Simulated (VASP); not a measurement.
# SnO2 (P4_2/mnm) in VASP: a series of runs

SnO2 is run at these levels: PBE; tasks: relaxation of shape and atoms at fixed volume.

Everything below comes from runs of VASP 6.6.1. Logs are shortened: lines on timing, memory, paths and dates and some standing lists are left out, and cuts for length are marked.

## (1) The cell of the first run

It takes space group P4_2/mnm (No. 136, tetragonal). Conventional cell: a = 4.860 Å, b = 4.860 Å, c = 3.260 Å, α = 90.00°, β = 90.00°, γ = 90.00°. Within 2.8 Å of Sn (site symmetry mmm) lie 6 O at 2.10 to 2.11 Å. O (site symmetry m2m) has 3 Sn at 2.10 to 2.11 Å and 1 O at 2.66 Å within 2.8 Å.

## (2) Relaxation of shape and atoms at fixed volume, PBE (12.83 Å³/atom)

Contents of INCAR:

```
SYSTEM = SnO2
PREC     = Accurate       ! precision mode
ENCUT    = 600            ! plane-wave cutoff, eV
EDIFF    = 1E-7           ! SCF threshold, eV
ISMEAR   = 0              ! smearing method
SIGMA    = 0.05           ! smearing width, eV
LREAL    = .False.        ! projectors in reciprocal space
LASPH    = .True.         ! aspherical terms in the spheres
NELM     = 80             ! most SCF steps
ALGO     = Normal         ! electronic algorithm
ISIF     = 4              ! what is computed and relaxed
LWAVE    = .False.        ! write WAVECAR
LCHARG   = .False.        ! write CHGCAR
GGA      = PE             ! functional
IBRION   = 2              ! ionic algorithm
NSW      = 60             ! ionic steps
EDIFFG   = -0.01          ! ionic threshold
```

Contents of KPOINTS:

```
Automatic mesh
0
Gamma
  6 6 10
  0 0 0
```

Contents of POSCAR:

```
SnO2
1.0
    4.8595459171      0.0000000000      0.0000000000
    0.0000000000      4.8595459171      0.0000000000
    0.0000000000      0.0000000000      3.2595461198
Sn O
2 4
Direct
    0.0000000000      0.0000000000      0.0000000000
    0.5000000000      0.5000000000      0.5000000000
    0.3065775573      0.3065775573      0.0000000000
    0.8065775573      0.1934224427      0.5000000000
    0.1934224427      0.8065775573      0.5000000000
    0.6934224427      0.6934224427      0.0000000000
```

Potentials or basis: VASP PAW PBE potentials, release 64 (Sn_d, O).

Run with:

```
$ cat potpaw_PBE.64/Sn_d/POTCAR potpaw_PBE.64/O/POTCAR > POTCAR
$ mpirun -np 1 vasp_std > vasp.out
```

OUTCAR:

```text
SYSTEM = SnO2
   PREC = Accurate
   ENCUT = 600
   EDIFF = 1E-7
   ISMEAR = 0
   LREAL = .False.
   LASPH = .True.
   NELM = 80
   ISIF = 4
   GGA = PE
   IBRION = 2
   NSW = 60
   EDIFFG = -0.01

 ion  position               nearest neighbor table
   1  0.000  0.000  0.000-   4 2.10   5 2.10   4 2.10   5 2.10   3 2.11   6 2.11
   2  0.500  0.500  0.500-   3 2.10   6 2.10   3 2.10   6 2.10   5 2.11   4 2.11
   3  0.307  0.307  0.000-   2 2.10   2 2.10   1 2.11
   4  0.807  0.193  0.500-   1 2.10   1 2.10   2 2.11
   5  0.193  0.807  0.500-   1 2.10   1 2.10   2 2.11
   6  0.693  0.693  0.000-   2 2.10   2 2.10   1 2.11

  LATTYP: Found a simple tetragonal cell.
 ALAT       =     4.8595459171
 C/A-ratio  =     0.6707511721

  Lattice vectors:

 A1 = (   4.8595459171,   0.0000000000,   0.0000000000)
 A2 = (   0.0000000000,   4.8595459171,   0.0000000000)
 A3 = (   0.0000000000,   0.0000000000,   3.2595461198)

Analysis of symmetry for initial positions (statically):
=====================================================================
 Subroutine PRICEL returns:
 Original cell was already a primitive cell.

 Routine SETGRP: Setting up the symmetry group for a
 simple tetragonal supercell.

 Subroutine GETGRP returns: Found 16 space group operations
 (whereof  8 operations were pure point group operations)
 out of a pool of 16 trial point group operations.

The static configuration has the point symmetry D_2h.
 The point group associated with its full space group is D_4h.

Analysis of symmetry for dynamics (positions and initial velocities):
=====================================================================
 Subroutine PRICEL returns:
 Original cell was already a primitive cell.

 Routine SETGRP: Setting up the symmetry group for a
 simple tetragonal supercell.

 Subroutine GETGRP returns: Found 16 space group operations
 (whereof  8 operations were pure point group operations)
 out of a pool of 16 trial point group operations.

The dynamic configuration has the point symmetry D_2h.
 The point group associated with its full space group is D_4h.

 Subroutine INISYM returns: Found 16 space group operations
 (whereof  8 operations are pure point group operations),
 and found     1 'primitive' translations

[... 168 lines left out ...]
      direct lattice vectors                 reciprocal lattice vectors
     4.859545917  0.000000000  0.000000000     0.205780544  0.000000000  0.000000000
     0.000000000  4.859545917  0.000000000     0.000000000  0.205780544  0.000000000
     0.000000000  0.000000000  3.259546120     0.000000000  0.000000000  0.306791180

 POSITION                                       TOTAL-FORCE (eV/Angst)
 -----------------------------------------------------------------------------------
      0.00000      0.00000      0.00000         0.000000      0.000000     -0.000000
      2.42977      2.42977      1.62977         0.000000      0.000000     -0.000000
      1.48983      1.48983      0.00000         0.036800      0.036800     -0.000000
      3.91960      0.93995      1.62977         0.036800     -0.036800     -0.000000
      0.93995      3.91960      1.62977        -0.036800      0.036800     -0.000000
      3.36972      3.36972      0.00000        -0.036800     -0.036800      0.000000
 -----------------------------------------------------------------------------------
    total drift:                                0.000000      0.000000     -0.000000

  FREE ENERGIE OF THE ION-ELECTRON SYSTEM (eV)
  ---------------------------------------------------
  free  energy   TOTEN  =       -37.3110860713 eV

  energy  without entropy=      -37.3110860713  energy(sigma->0) =      -37.31108607

--------------------------------------- Ionic step        2  -------------------------------------------

 number of electron      51.9999995 magnetization

 Free energy of the ion-electron system (eV)
  ---------------------------------------------------
  ext. energy  EPLUGINS =         0.00000000
  ---------------------------------------------------
  free energy    TOTEN  =       -37.31182550 eV

  energy without entropy =      -37.31182550  energy(sigma->0) =      -37.31182550

 E-fermi :   5.5521     XC(G=0): -10.8707

 val. band max:        5.3060458525   @ k =   0.0000   0.0000   0.0000
 cond. band min:       5.7854221039   @ k =   0.0000   0.0000   0.0000
 fundamental gap:      0.4793762514
 Fermi energy:         5.5520531459

 k-point     1 :       0.0000    0.0000    0.0000
  band No.  band energies     occupation
      1     -15.7067      2.00000
      2     -15.0924      2.00000
      3     -14.9135      2.00000
      4     -14.8857      2.00000
      5     -14.8857      2.00000
      6     -14.8222      2.00000
[... 805 lines left out ...]
     30      13.2193      0.00000
     31      14.3835      0.00000

 [... further k-points ...]

------------------------ aborting loop because EDIFF is reached ----------------------------------------

  FORCE on cell =-STRESS in cart. coord.  units (eV):
  Direction    XX          YY          ZZ          XY          YZ          ZX
  --------------------------------------------------------------------------------------
  -------------------------------------------------------------------------------------
  Total       -1.3463599     -1.3463599     -1.4252237     -0.0000000      0.0000000      0.0000000
  in kB      -28.0235557    -28.0235557    -29.6650522     -0.0000000      0.0000000      0.0000000
  external PRESSURE =     -28.5707212 kB  Pullay stress =       0.0000000 kB

 VOLUME and BASIS-vectors are now :
 -----------------------------------------------------------------------------
  energy-cutoff  :      600.00
  volume of cell :       76.97
      direct lattice vectors                 reciprocal lattice vectors
     4.864477832 -0.000000000  0.000000000     0.205571910  0.000000000  0.000000000
     0.000000000  4.864477832  0.000000000     0.000000000  0.205571910  0.000000000
     0.000000000  0.000000000  3.252940002     0.000000000  0.000000000  0.307414216

 POSITION                                       TOTAL-FORCE (eV/Angst)
 -----------------------------------------------------------------------------------
      0.00000      0.00000      3.25294         0.000000     -0.000000      0.000000
      2.43224      2.43224      1.62647         0.000000     -0.000000      0.000000
      1.49312      1.49312      3.25294         0.000540      0.000540     -0.000000
      3.92536      0.93912      1.62647         0.000540     -0.000540      0.000000
      0.93912      3.92536      1.62647        -0.000540      0.000540      0.000000
      3.37136      3.37136      0.00000        -0.000540     -0.000540      0.000000
 -----------------------------------------------------------------------------------
    total drift:                                0.000000     -0.000000     -0.000000

  FREE ENERGIE OF THE ION-ELECTRON SYSTEM (eV)
  ---------------------------------------------------
  free  energy   TOTEN  =       -37.3118254972 eV

  energy  without entropy=      -37.3118254972  energy(sigma->0) =      -37.31182550

 reached required accuracy - stopping structural energy minimisation
```

CONTCAR:

```text
SnO2
   1.00000000000000
     4.8644778323082116   -0.0000000000000000    0.0000000000000000
     0.0000000000000000    4.8644778323082116    0.0000000000000000
     0.0000000000000000    0.0000000000000000    3.2529400024323514
  Sn              O
     2     4
Direct
     0.0000000000000000    0.0000000000000000    1.0000000000000000
     0.5000000000000000    0.5000000000000000    0.5000000000000000
     0.3069428827312091    0.3069428827312091    1.0000000000000000
     0.8069428827312091    0.1930571172687910    0.5000000000000000
     0.1930571172687910    0.8069428827312091    0.5000000000000000
     0.6930571172687909    0.6930571172687909    0.0000000000000000

  0.00000000E+00  0.00000000E+00  0.00000000E+00
  0.00000000E+00  0.00000000E+00  0.00000000E+00
  0.00000000E+00  0.00000000E+00  0.00000000E+00
  0.00000000E+00  0.00000000E+00  0.00000000E+00
  0.00000000E+00  0.00000000E+00  0.00000000E+00
  0.00000000E+00  0.00000000E+00  0.00000000E+00
```

It took 4.4 min on 1 thread of Intel Xeon Platinum 8259CL at 2.50GHz (Skylake/Cascade Lake), shared host; peak memory 0.3 GiB.

Results:

* Free energy: -37.3118 eV
* Energy gained by relaxing: 0.1 meV/atom
* Ionic steps: 2
* Pressure after relaxing: -2.9 GPa
* Band gap on the k mesh: 0.48 eV

Stress tensor (GPa, compression positive):
```
-2.80  0.00  0.00
 0.00 -2.80  0.00
 0.00  0.00 -2.97
```

Step by step:
```tsv
step	energy change (eV)	largest force (eV/Å)	pressure (GPa)	volume (Å³)
1	0.0000	0.0520	-3.03	76.97
2	-0.0007	0.0008	-2.86	76.97
```

Final structure:
```xyz
6
Lattice="4.8645 0.0000 0.0000 0.0000 4.8645 0.0000 0.0000 0.0000 3.2529" Properties=species:S:1:pos:R:3 pbc="T T T"
Sn    0.0000    0.0000    3.2529
Sn    2.4322    2.4322    1.6265
O     1.4931    1.4931    3.2529
O     3.9254    0.9391    1.6265
O     0.9391    3.9254    1.6265
O     3.3714    3.3714    0.0000
```

Levels at points of the mesh, in eV from the valence-band top:
| k point | band 23 | band 24 | band 25 | band 26 | band 27 | band 28 | band 29 | band 30 |
| --- | --- | --- | --- | --- | --- | --- | --- | --- |
| (0.00, 0.00, 0.00) | -1.26 | -0.73 | -0.73 | 0.00 | 0.48 | 5.52 | 5.98 | 5.98 |
| (0.50, 0.00, 0.00) | -1.21 | -1.21 | -0.60 | -0.60 | 3.68 | 3.68 | 6.71 | 6.71 |
| (0.50, 0.50, 0.00) | -1.32 | -1.32 | -0.84 | -0.84 | 4.07 | 4.07 | 7.02 | 7.02 |
| (0.00, 0.00, 0.50) | -1.47 | -1.47 | -1.16 | -1.16 | 5.38 | 5.38 | 9.21 | 9.21 |
| (0.50, 0.00, 0.50) | -0.99 | -0.99 | -0.76 | -0.76 | 5.63 | 5.63 | 7.43 | 7.43 |
| (0.50, 0.50, 0.50) | -0.90 | -0.90 | -0.76 | -0.76 | 4.18 | 4.18 | 8.49 | 8.49 |

Caveat: spin-orbit coupling is left out, which moves the levels of the heavy elements.

## (3) Relaxation of shape and atoms at fixed volume, PBE (13.08 Å³/atom)

This run uses another cell than the first one, of 13.08 Å³/atom.

Contents of INCAR:

```
ALGO = Normal ; EDIFF = 1E-6
EDIFFG = -0.01 ; ENCUT = 600
GGA = PE ; IBRION = 2
ISIF = 4 ; ISMEAR = 0
LASPH = T ; LCHARG = F
LREAL = F ; LWAVE = F
NELM = 100 ; NSW = 60
PREC = Accurate ; SIGMA = 0.05
```

Contents of KPOINTS:

```
k-points
0
Gamma
  6 6 10
```

Contents of POSCAR:

```
SnO2
1.0
    4.8992341319      0.0000000000      0.0000000000
    0.0000000000      4.8992341319      0.0000000000
    0.0000000000      0.0000000000      3.2698308627
Sn O
2 4
Direct
    0.0000000000      0.0000000000      0.0000000000
    0.5000000000      0.5000000000      0.5000000000
    0.3070642275      0.3070642275      0.0000000000
    0.8070642275      0.1929357725      0.5000000000
    0.1929357725      0.8070642275      0.5000000000
    0.6929357725      0.6929357725      0.0000000000
```

Potentials or basis: VASP PAW PBE potentials, release 64 (Sn_d, O).

Run with:

```
$ cat potpaw_PBE.64/Sn_d/POTCAR potpaw_PBE.64/O/POTCAR > POTCAR
$ mpirun -np 1 vasp_std > vasp.out
```

OUTCAR:

```text
EDIFF = 1E-6
   EDIFFG = -0.01
   ENCUT = 600
   GGA = PE
   IBRION = 2
   ISIF = 4
   ISMEAR = 0
   LASPH = T
   LREAL = F
   NELM = 100
   NSW = 60
   PREC = Accurate

 ion  position               nearest neighbor table
   1  0.000  0.000  0.000-   4 2.11   5 2.11   4 2.11   5 2.11   3 2.13   6 2.13
   2  0.500  0.500  0.500-   3 2.11   6 2.11   3 2.11   6 2.11   5 2.13   4 2.13
   3  0.307  0.307  0.000-   2 2.11   2 2.11   1 2.13
   4  0.807  0.193  0.500-   1 2.11   1 2.11   2 2.13
   5  0.193  0.807  0.500-   1 2.11   1 2.11   2 2.13
   6  0.693  0.693  0.000-   2 2.11   2 2.11   1 2.13

  LATTYP: Found a simple tetragonal cell.
 ALAT       =     4.8992341319
 C/A-ratio  =     0.6674167379

  Lattice vectors:

 A1 = (   4.8992341319,   0.0000000000,   0.0000000000)
 A2 = (   0.0000000000,   4.8992341319,   0.0000000000)
 A3 = (   0.0000000000,   0.0000000000,   3.2698308627)

Analysis of symmetry for initial positions (statically):
=====================================================================
 Subroutine PRICEL returns:
 Original cell was already a primitive cell.

 Routine SETGRP: Setting up the symmetry group for a
[... 186 lines left out ...]
  --------------------------------------------------------------------------------------
  -------------------------------------------------------------------------------------
  Total       -2.7176027     -2.7176027     -3.1321939      0.0000000      0.0000000      0.0000000
  in kB      -55.4772428    -55.4772428    -63.9407227      0.0000000      0.0000000      0.0000000
  external PRESSURE =     -58.2984028 kB  Pullay stress =       0.0000000 kB
[... 67 lines left out ...]
--------------------------------------- Ionic step        3  -------------------------------------------

 number of electron      51.9999993 magnetization

 Free energy of the ion-electron system (eV)
  ---------------------------------------------------
  ext. energy  EPLUGINS =         0.00000000
  ---------------------------------------------------
  free energy    TOTEN  =       -37.27529455 eV

  energy without entropy =      -37.27529454  energy(sigma->0) =      -37.27529455

 E-fermi :   5.2491     XC(G=0): -10.7665

 val. band max:        5.0886136051   @ k =   0.0000   0.0000   0.0000
 cond. band min:       5.4096297177   @ k =   0.0000   0.0000   0.0000
 fundamental gap:      0.3210161126
 Fermi energy:         5.2491447107

 k-point     1 :       0.0000    0.0000    0.0000
  band No.  band energies     occupation
      1     -15.9064      2.00000
      2     -15.3431      2.00000
      3     -15.1680      2.00000
      4     -15.1405      2.00000
      5     -15.1405      2.00000
      6     -15.0776      2.00000
[... 805 lines left out ...]
     30      12.9190      0.00000
     31      13.9664      0.00000

 [... further k-points ...]

------------------------ aborting loop because EDIFF is reached ----------------------------------------

  FORCE on cell =-STRESS in cart. coord.  units (eV):
  Direction    XX          YY          ZZ          XY          YZ          ZX
  --------------------------------------------------------------------------------------
  -------------------------------------------------------------------------------------
  Total       -2.7216325     -2.7216325     -2.7650431      0.0000000      0.0000000      0.0000000
  in kB      -55.5595078    -55.5595078    -56.4456940      0.0000000      0.0000000      0.0000000
  external PRESSURE =     -55.8549032 kB  Pullay stress =       0.0000000 kB
[... 21 lines left out ...]
  FREE ENERGIE OF THE ION-ELECTRON SYSTEM (eV)
  ---------------------------------------------------
  free  energy   TOTEN  =       -37.2752945500 eV

  energy  without entropy=      -37.2752945447  energy(sigma->0) =      -37.27529455

 reached required accuracy - stopping structural energy minimisation
```

CONTCAR:

```text
SnO2
   1.00000000000000
     4.9060559669950221   -0.0000000000000000    0.0000000000000000
     0.0000000000000000    4.9060559669950221    0.0000000000000000
     0.0000000000000000    0.0000000000000000    3.2607438328141027
  Sn              O
     2     4
Direct
     0.0000000000000000    0.0000000000000000    0.0000000000000000
     0.5000000000000000    0.5000000000000000    0.5000000000000000
     0.3075320516850262    0.3075320516850262    0.0000000000000000
     0.8075320516850262    0.1924679483149739    0.5000000000000000
     0.1924679483149739    0.8075320516850262    0.5000000000000000
     0.6924679483149738    0.6924679483149738    0.0000000000000000

  0.00000000E+00  0.00000000E+00  0.00000000E+00
  0.00000000E+00  0.00000000E+00  0.00000000E+00
  0.00000000E+00  0.00000000E+00  0.00000000E+00
  0.00000000E+00  0.00000000E+00  0.00000000E+00
  0.00000000E+00  0.00000000E+00  0.00000000E+00
  0.00000000E+00  0.00000000E+00  0.00000000E+00
```

It took 4.9 min on 1 thread of Intel Xeon Platinum 8259CL at 2.50GHz (Skylake/Cascade Lake), shared host; peak memory 0.3 GiB.

Results:

* Free energy: -37.2753 eV
* Energy gained by relaxing: 0.2 meV/atom
* Ionic steps: 3
* Pressure after relaxing: -5.6 GPa
* Largest force after relaxing: 0.006 eV/Å
* Band gap on the k mesh: 0.32 eV

Forces on the atoms (eV/Å):
```
Sn   0.000  0.000  0.000
Sn   0.000  0.000  0.000
O   -0.004 -0.004  0.000
O   -0.004  0.004  0.000
O    0.004 -0.004  0.000
O    0.004  0.004  0.000
```

The path:
```
step  energy change (eV)  largest force (eV/Å)  pressure (GPa)  volume (Å³)
   1              0.0000                0.0537           -5.83        78.48
   2             -0.0009                0.0064           -5.65        78.48
   3             -0.0010                0.0061           -5.59        78.48
```

Final structure:
```xyz
6
Lattice="4.9061 0.0000 0.0000 0.0000 4.9061 0.0000 0.0000 0.0000 3.2607" Properties=species:S:1:pos:R:3 pbc="T T T"
Sn    0.0000    0.0000    0.0000
Sn    2.4530    2.4530    1.6304
O     1.5088    1.5088    0.0000
O     3.9618    0.9443    1.6304
O     0.9443    3.9618    1.6304
O     3.3973    3.3973    0.0000
```

Caveat: spin-orbit coupling is left out, which moves the levels of the heavy elements.
